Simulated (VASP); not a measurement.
# Al31GaO48 (a cell with a defect) in VASP: notebook

Al31GaO48 (a cell with a defect) is run at these levels: PBE, r2SCAN; tasks: single point.

All numbers are computed with VASP 6.6.1; they aren't measurements. Logs are shortened: lines on timing, memory, paths and dates and some standing lists are left out, and cuts for length are marked.

**1. The cell of the first run**

The cell holds a defect, 80 atoms: a = 10.361 Å, b = 10.361 Å, c = 10.361 Å, α = 55.29°, β = 55.29°, γ = 55.29°.

**2. Single point, PBE**

File INCAR:

```
  PREC = Accurate
  ENCUT = 520
  EDIFF = 1E-6
  ISMEAR = 0
  SIGMA = 0.01
  LREAL = Auto
  LASPH = T
  NELM = 120
  ALGO = Normal
  ISIF = 2
  LWAVE = F
  LCHARG = F
  GGA = PE
  NBANDS = 243
  GGA_COMPAT = F
```

File KPOINTS:

```
regular mesh
0
Gamma
  1 1 1
```

File POSCAR:

```
Al31GaO48
1.0
    4.8078835219      2.7758328473      8.7484141895
   -4.8078835219      2.7758328473      8.7484141895
    0.0000000000     -5.5516656895      8.7484141911
Al Ga O
31 1 48
Direct
    0.3244163071      0.3246339274      0.3236879865
    0.0740010696      0.0741945075      0.0732702864
    0.1761569393      0.1763318387      0.1754266314
    0.3238922452      0.3229679991      0.8259612593
    0.4258631435      0.4268178503      0.9257729623
    0.0744516774      0.0740671602      0.5733188697
    0.1756666620      0.1757881655      0.6758675721
    0.3227850981      0.8269001878      0.3231724435
    0.4266702188      0.9267017259      0.4251120903
    0.0738677629      0.5742617064      0.0737022974
    0.1755975811      0.6768178518      0.1749037397
    0.3239040729      0.8240510130      0.8233049253
    0.4259892478      0.9266024473      0.9252487780
    0.0720323911      0.5746001215      0.5740522268
    0.1752998742      0.6766888876      0.6766527460
    0.8267068681      0.3241023360      0.3220395746
    0.9264829056      0.4260714173      0.4259287740
    0.5740630350      0.0746481544      0.0731079127
    0.6765947639      0.1758248907      0.1748900061
    0.8240536686      0.3240842211      0.8231223383
    0.9259314904      0.4262054171      0.9256811158
    0.5747717028      0.0722033898      0.5737129280
    0.6773982118      0.1754804839      0.6757467728
    0.8238534471      0.8242137903      0.3231786256
    0.9263792866      0.9261563709      0.4252776168
    0.5744191605      0.5750344994      0.0712531609
    0.6764765508      0.6776069896      0.1745853101
    0.8239168817      0.8240916102      0.8231884169
    0.9261425729      0.9263321202      0.9254317921
    0.5738704443      0.5740955032      0.5731573956
    0.6759333738      0.6761411238      0.6752137565
    0.4285261614      0.4287050812      0.4277550121
    0.2218905604      0.0285642229      0.3742085954
    0.4719416748      0.1254944649      0.2770111253
    0.0283804844      0.3751182746      0.2211637843
    0.3749339036      0.2221122551      0.0275925348
    0.1252405992      0.2779751983      0.4712443825
    0.2777898051      0.4721569892      0.1245074042
    0.2217675956      0.0284195487      0.8744745977
    0.4718415890      0.1255511410      0.7770042423
    0.0280164523      0.3749486653      0.7214339528
    0.3758226741      0.2167940663      0.5283804647
    0.1244811817      0.2785063669      0.9719806881
    0.2718460553      0.4728604406      0.6318665536
    0.2166080829      0.5293351005      0.3750594856
    0.4726728005      0.6328076080      0.2711259145
    0.0281944746      0.8754311627      0.2210229858
    0.3747420533      0.7223807708      0.0273117595
    0.1253716124      0.7779411724      0.4710938972
    0.2783002001      0.9729311641      0.1237655399
    0.2215949186      0.5287611329      0.8753540830
    0.4718209043      0.6251468900      0.7774437720
    0.0281627535      0.8753924983      0.7212154510
    0.3750029687      0.7215361662      0.5272824404
    0.1248421570      0.7787627387      0.9711991046
    0.2780758470      0.9709449969      0.6246290346
    0.7221350545      0.0281996739      0.3740680928
    0.9726980536      0.1246933158      0.2775861414
    0.5291525602      0.3760410101      0.2158189526
    0.8752043372      0.2219607342      0.0274855713
    0.6326309701      0.2720221714      0.4719013274
    0.7777586842      0.4720400248      0.1246307388
    0.7219693702      0.0283400890      0.8744573254
    0.9719682997      0.1250073714      0.7778452586
    0.5280119375      0.3751917109      0.7205850126
    0.8760951495      0.2217942303      0.5278418715
    0.6254076779      0.2782251211      0.9699636183
    0.7781493347      0.4720191115      0.6242452925
    0.7213598853      0.5281852574      0.3742788500
    0.9707495566      0.6255766828      0.2773029734
    0.5285430872      0.8763193806      0.2208607944
    0.8752034197      0.7221541542      0.0274156200
    0.6249682474      0.7783280815      0.4711083415
    0.7785527899      0.9721441174      0.1241159850
    0.7221928529      0.5284734457      0.8735494099
    0.9703516730      0.6256473437      0.7784042296
    0.5282877615      0.8744626193      0.7214771422
    0.8742940362      0.7223749360      0.5275475792
    0.6254608090      0.7793282027      0.9696331804
    0.7791351774      0.9705518824      0.6247423004
```

Potentials or basis: VASP PAW PBE potentials, release 64 (Al, Ga_d, O).

Launch:

```sh
$ cat potpaw_PBE.64/Al/POTCAR potpaw_PBE.64/Ga_d/POTCAR potpaw_PBE.64/O/POTCAR > POTCAR
$ mpirun -np 1 vasp_gam > vasp.out
```

OUTCAR:

```text
PREC = Accurate
   ENCUT = 520
   EDIFF = 1E-6
   ISMEAR = 0
   LREAL = Auto
   LASPH = T
   NELM = 120
   ISIF = 2
   GGA = PE

 ion  position               nearest neighbor table
   1  0.324  0.325  0.324-  34 1.88  38 1.88  37 1.88  45 1.98  42 1.99  59 1.99  32 2.73   7 2.82
                            19 2.82  11 2.82   5 3.25   9 3.25  17 3.25
   2  0.074  0.074  0.073-  47 1.87  39 1.87  60 1.87  43 1.99  50 1.99  58 1.99   3 2.68  13 2.82
                            25 2.82  21 2.82  11 3.25   7 3.25  19 3.25
   3  0.176  0.176  0.175-  33 1.87  35 1.87  36 1.87  50 1.99  58 1.99  43 1.99   2 2.68   8 2.80
                            16 2.80   4 2.80   6 3.25  18 3.25  10 3.25
   4  0.324  0.323  0.826-  44 1.86  43 1.87  40 1.88  36 1.97  65 1.99  51 2.00   5 2.67   3 2.80
                            23 2.83  15 2.83  13 3.24  21 3.26
   5  0.426  0.427  0.926-  52 1.87  38 1.87  67 1.87  51 1.99  36 2.00  65 2.00   4 2.67  10 2.82
                            18 2.82  30 2.82  12 3.25  20 3.25   1 3.25
   6  0.074  0.074  0.573-  66 1.87  33 1.87  53 1.87  56 1.98  37 1.99  64 1.99   7 2.67  17 2.82
                            29 2.82   9 2.82  23 3.25  15 3.25   3 3.25
   7  0.176  0.176  0.676-  42 1.86  39 1.87  41 1.87  64 1.98  37 1.99  56 2.00   6 2.67  20 2.82
                            12 2.82   1 2.82   2 3.25  14 3.26  22 3.26
   8  0.323  0.827  0.323-  46 1.86  50 1.87  49 1.88  33 1.97  54 1.99  71 2.00   9 2.67   3 2.80
                            15 2.83  27 2.83  25 3.24  13 3.26
   9  0.427  0.927  0.425-  73 1.87  34 1.87  56 1.87  71 1.99  33 2.00  54 2.00   8 2.67  18 2.82
[... 31 lines left out ...]
  25  0.926  0.926  0.425-  80 1.87  58 1.87  49 1.87  47 1.99  57 1.99  78 1.99  24 2.68  14 2.81
                            22 2.81   2 2.82   8 3.24  28 3.25  16 3.26
  26  0.574  0.575  0.071-  75 1.87  59 1.87  48 1.87  46 1.99  79 1.99  62 1.99  27 2.69  21 2.81
                            13 2.81  32 2.85  31 3.24  11 3.26  19 3.26
  27  0.676  0.678  0.175-  72 1.87  71 1.87  69 1.88  46 1.96  79 2.00  62 2.00  26 2.69  28 2.81
                            16 2.83   8 2.83  18 3.24  10 3.25  30 3.25
  28  0.824  0.824  0.823-  76 1.86  79 1.86  80 1.86  72 1.99  63 1.99  53 1.99  29 2.68  15 2.81
                            23 2.81  27 2.81  21 3.25  25 3.25  13 3.25
  29  0.926  0.926  0.925-  55 1.87  64 1.87  74 1.87  72 1.99  63 1.99  53 1.99  28 2.68  10 2.82
                            18 2.82   6 2.82  24 3.25  20 3.25  12 3.25
  30  0.574  0.574  0.573-  54 1.87  65 1.87  69 1.87  73 1.99  52 1.99  68 1.99  31 2.68   9 2.82
                            17 2.82   5 2.82  27 3.25  15 3.25  23 3.25
  31  0.676  0.676  0.675-  77 1.87  75 1.87  78 1.87  73 1.99  68 1.99  52 1.99  30 2.68  12 2.82
                            24 2.82  20 2.82  26 3.24  22 3.24  14 3.24
  32  0.429  0.429  0.428-  46 1.91  61 1.91  44 1.91  42 2.08  59 2.08  45 2.08   1 2.73  14 2.85
                            22 2.85  26 2.85
  33  0.222  0.029  0.374-   3 1.87   6 1.87   8 1.97   9 2.00
  34  0.472  0.125  0.277-   9 1.87   1 1.88  18 1.99  19 1.99
  35  0.028  0.375  0.221-   3 1.87  10 1.87  16 1.97  17 2.00
  36  0.375  0.222  0.028-   3 1.87  18 1.87   4 1.97   5 2.00
  37  0.125  0.278  0.471-  17 1.87   1 1.88   6 1.99   7 1.99
  38  0.278  0.472  0.125-   5 1.87   1 1.88  10 1.99  11 1.99
[... 40 lines left out ...]
  79  0.625  0.779  0.970-  28 1.86  13 1.87  26 1.99  27 2.00
  80  0.779  0.971  0.625-  28 1.86  25 1.87  22 1.99  23 2.00

  LATTYP: Found a trigonal (rhomboedric) cell.
 ALAT       =    10.3612616407
 COS(alpha) =     0.5693617619

  Lattice vectors:

 A1 = (   4.8078835219,   2.7758328473,   8.7484141895)
 A2 = (  -4.8078835219,   2.7758328473,   8.7484141895)
 A3 = (   0.0000000000,  -5.5516656895,   8.7484141911)

Analysis of symmetry for initial positions (statically):
=====================================================================
 Subroutine PRICEL returns:
 Original cell was already a primitive cell.

 Routine SETGRP: Setting up the symmetry group for a
 trigonal (rhombohedral) supercell.

 Subroutine GETGRP returns: Found  1 space group operations
 (whereof  1 operations were pure point group operations)
 out of a pool of 12 trial point group operations.

[... 228 lines left out ...]
   k-points           NKPTS =      1   k-points in BZ     NKDIM =      1   number of bands    NBANDS=    243
   number of dos      NEDOS =    301   number of ions     NIONS =     80
   total plane-waves  NPLWV = 512000
   dimension x,y,z NGX =    80 NGY =   80 NGZ =   80
   dimension x,y,z NGXF=   160 NGYF=  160 NGZF=  160
   ions per type =              31   1  48
   NGX,Y,Z   is equivalent  to a cutoff of  12.84, 12.84, 12.84 a.u.
   NGXF,Y,Z  is equivalent  to a cutoff of  25.67, 25.67, 25.67 a.u.
 SYSTEM =  unknown system
   PREC   = accura    normal or accurate (medium, high low for compatibility)
   ISTART =      0    job   : 0-new  1-cont  2-samecut
   ICHARG =      2    charge: 1-file 2-atom 10-const
   ISPIN  =      1    spin polarized calculation?
   LNONCOLLINEAR =      F non collinear calculations
   LSORBIT =      F    spin-orbit coupling
   LASPH  =      T    aspherical Exc in radial PAW
   ENCUT  =  520.0 eV  38.22 Ry    6.18 a.u.  19.27 19.27 19.27*2*pi/ulx,y,z
   NELM   =    120;   NELMIN=  2; NELMDL= -5     # of ELM steps
   EDIFF  = 0.1E-05   stopping-criterion for ELM
   LREAL  =      T    real-space projection
   EDIFFG = 0.1E-04   stopping-criterion for IOM
   NSW    =      0    number of steps for IOM
   IBRION =     -1    ionic relax: 0-MD 1-quasi-New 2-CG
   NFREE  =      0    steps in history (QN), initial steepest desc. (CG)
   ISIF   =      2    stress and relaxation
   ISYM   =      2    0-nonsym 1-usesym 2-fastsym
   POTIM  = 0.5000    time-step for ionic-motion
   TEBEG  =    0.0;   TEEND  =   0.0 temperature during run
   PSTRESS=    0.0 pullay stress
   NELECT =     394.0000    total number of electrons
   NUPDOWN=      -1.0000    fix difference up-down
   EMIN   =  10.00;   EMAX   =-10.00  energy-range for DOS
   EFERMI =   0.00;   METHOD = LEGACY
   ISMEAR =     0;   SIGMA  =   0.01  broadening in eV -4-tet -1-fermi 0-gaus
   EFERMI_NEDOS =   21; number of points for ismear=-14 and -15
   IALGO  =     38    algorithm
   IMIX   =      4    mixing-type and parameters
     AMIX     =   0.40;   BMIX     =  1.00
     AMIX_MAG =   1.60;   BMIX_MAG =  1.00
  volume/ion in A,a.u.               =       8.76        59.09
  Fermi-wavevector in a.u.,A,eV,Ry     =   1.351339  2.553660 24.845829  1.826117
  Thomas-Fermi vector in A             =   2.478769
   LORBIT       =      0    0 simple, 1 ext, 2 COOP (PROOUT), +10 PAW based schemes
   GGA     = PE    functional components
   LHFCALC =     F    Hartree Fock is set to
   AEXX    =    0.0000 exact exchange contribution
   IVDW    =     0    specifies the selected vdW correction
   LEPSILON=     F    determine dielectric tensor
   LRPA    =     F    only Hartree local field effects (RPA)
 non-spin polarized calculation
 Gauss-broadening in eV      SIGMA  =   0.01
  energy-cutoff  :      520.00
  volume of cell :      700.53
 maximum number of plane-waves:      9404
 NGX is ok and might be reduce to    80
   NGX = 39   NGY = 39   NGZ = 39

 number of electron     394.0000051 magnetization

 Free energy of the ion-electron system (eV)
  ---------------------------------------------------
  ext. energy  EPLUGINS =         0.00000000
  ---------------------------------------------------
  free energy    TOTEN  =      -594.04152463 eV

  energy without entropy =     -594.04152463  energy(sigma->0) =     -594.04152463

 E-fermi :   5.8513     XC(G=0): -11.5768

 val. band max:        5.7988644707   @ k =   0.0000   0.0000   0.0000
 cond. band min:      11.4752991559   @ k =   0.0000   0.0000   0.0000
 fundamental gap:      5.6764346852
 Fermi energy:         5.8513287805

 k-point     1 :       0.0000    0.0000    0.0000
  band No.  band energies     occupation
      1     -13.2371      2.00000
      2     -12.3030      2.00000
      3     -12.2630      2.00000
      4     -12.1832      2.00000
      5     -12.1824      2.00000
      6     -12.1426      2.00000
[... 201 lines left out ...]
    208      15.0294      0.00000
    209      15.1207      0.00000
 [bands above 209 left out]

------------------------ aborting loop because EDIFF is reached ----------------------------------------

  FORCE on cell =-STRESS in cart. coord.  units (eV):
  Direction    XX          YY          ZZ          XY          YZ          ZX
  --------------------------------------------------------------------------------------
  -------------------------------------------------------------------------------------
  Total        4.7764182      4.7743685      2.0792080     -0.0003440     -0.0108664      0.0004389
  in kB       10.9240856     10.9193976      4.7553304     -0.0007868     -0.0248524      0.0010039
  external PRESSURE =       8.8662712 kB  Pullay stress =       0.0000000 kB

 VOLUME and BASIS-vectors are now :
 -----------------------------------------------------------------------------
  energy-cutoff  :      520.00
  volume of cell :      700.53
      direct lattice vectors                 reciprocal lattice vectors
     4.807883522  2.775832847  8.748414190     0.103995864  0.060042040  0.038102144
    -4.807883522  2.775832847  8.748414190    -0.103995864  0.060042040  0.038102144
     0.000000000 -5.551665690  8.748414191     0.000000000 -0.120084080  0.038102144

 POSITION                                       TOTAL-FORCE (eV/Angst)
 -----------------------------------------------------------------------------------
     -0.00105      0.00465      8.50992        -0.000930     -0.001090      0.001959
     -0.00093      0.00459      1.93748        -0.004019      0.001893     -0.007031
     -0.00084      0.00454      4.61842        -0.002847     -0.000109     -0.013555
      0.00444     -2.78988     12.88485         0.001191      0.003547     -0.028486
     -0.00459     -2.77268     15.55865        -0.001271      0.004908      0.004585
      0.00185     -2.77061      6.31494         0.000719     -0.003818     -0.009877
[... 72 lines left out ...]
     -0.73978     -1.48362     20.77243        -0.003231      0.007287      0.006225
     -0.92031      1.38848     20.77249         0.007694     -0.001154      0.003076
 -----------------------------------------------------------------------------------
    total drift:                                0.005389      0.013921     -0.033933

  FREE ENERGIE OF THE ION-ELECTRON SYSTEM (eV)
  ---------------------------------------------------
  free  energy   TOTEN  =      -594.0415246275 eV

  energy  without entropy=     -594.0415246275  energy(sigma->0) =     -594.04152463
```

It took 15 min on 1 thread of Intel Xeon 8259CL, shared host; peak memory 0.93 GiB.

Results:

* Free energy: -594.0415 eV
* Pressure: 0.9 GPa
* Largest force: 0.047 eV/Å
* Band gap on the k mesh: 5.68 eV

Forces on the atoms (eV/Å):
```
Al  -0.001 -0.001  0.002
Al  -0.004  0.002 -0.007
Al  -0.003  0.000 -0.014
Al   0.001  0.004 -0.028
Al  -0.001  0.005  0.005
Al   0.001 -0.004 -0.010
Al  -0.005 -0.005  0.027
Al  -0.001 -0.005 -0.030
Al  -0.002  0.000  0.005
Al   0.001 -0.001 -0.009
Al  -0.003  0.003  0.027
Al   0.002  0.005  0.010
Al   0.002  0.001  0.012
Al   0.000 -0.002 -0.003
Al   0.000 -0.001 -0.013
Al  -0.002  0.001 -0.029
Al   0.002  0.000  0.002
Al  -0.002  0.004 -0.009
Al   0.003  0.001  0.029
Al  -0.004  0.002  0.009
Al   0.004  0.001  0.011
Al   0.001  0.002 -0.003
Al   0.000  0.003 -0.009
Al   0.001 -0.001  0.012
Al  -0.001 -0.001  0.014
Al   0.004 -0.005 -0.003
Al   0.004 -0.002 -0.013
Al   0.000  0.004 -0.026
Al  -0.001  0.002  0.003
Al   0.004 -0.001 -0.010
Al   0.004 -0.003  0.028
Ga   0.001 -0.003  0.025
O    0.000  0.001  0.006
O    0.003 -0.003 -0.005
O   -0.002  0.002  0.007
O    0.004 -0.005  0.008
O    0.001  0.002 -0.003
O   -0.001 -0.002 -0.004
O   -0.001  0.000 -0.007
O   -0.003 -0.008  0.005
O    0.004  0.005 -0.008
O    0.018 -0.024 -0.031
O    0.000  0.003  0.006
O   -0.015 -0.032  0.026
O   -0.031 -0.005 -0.031
O   -0.019  0.032  0.028
O    0.002  0.004 -0.008
O    0.002 -0.003 -0.010
O   -0.004  0.005  0.004
O    0.007 -0.003  0.005
O    0.000 -0.001  0.007
O    0.000  0.000 -0.003
O   -0.001  0.000  0.006
O   -0.004  0.002  0.006
O    0.000 -0.001 -0.004
O    0.001 -0.001 -0.005
O   -0.004  0.003 -0.010
O   -0.002 -0.004  0.005
O    0.013  0.026 -0.033
O    0.002 -0.004 -0.007
O    0.032 -0.002  0.030
O    0.004  0.002  0.005
O    0.000 -0.003  0.006
O    0.000  0.001 -0.004
O    0.000  0.000  0.007
O    0.002  0.000  0.006
O   -0.001 -0.003 -0.003
O    0.000  0.003 -0.002
O   -0.004  0.004  0.007
O   -0.002 -0.001 -0.004
O    0.001  0.003  0.007
O    0.000 -0.002  0.007
O   -0.003  0.002 -0.004
O    0.000  0.000 -0.005
O   -0.006  0.000 -0.006
O   -0.006 -0.002  0.005
O    0.002  0.001 -0.008
O    0.001 -0.004 -0.008
O   -0.003  0.007  0.006
O    0.008 -0.001  0.003
```

Stress tensor (GPa, compression positive):
```
1.09 0.00 0.00
0.00 1.09 0.00
0.00 0.00 0.48
```

Caveat: the k points lie up to 0.79 Å⁻¹ apart.

(Continued in part 2 of 2.)
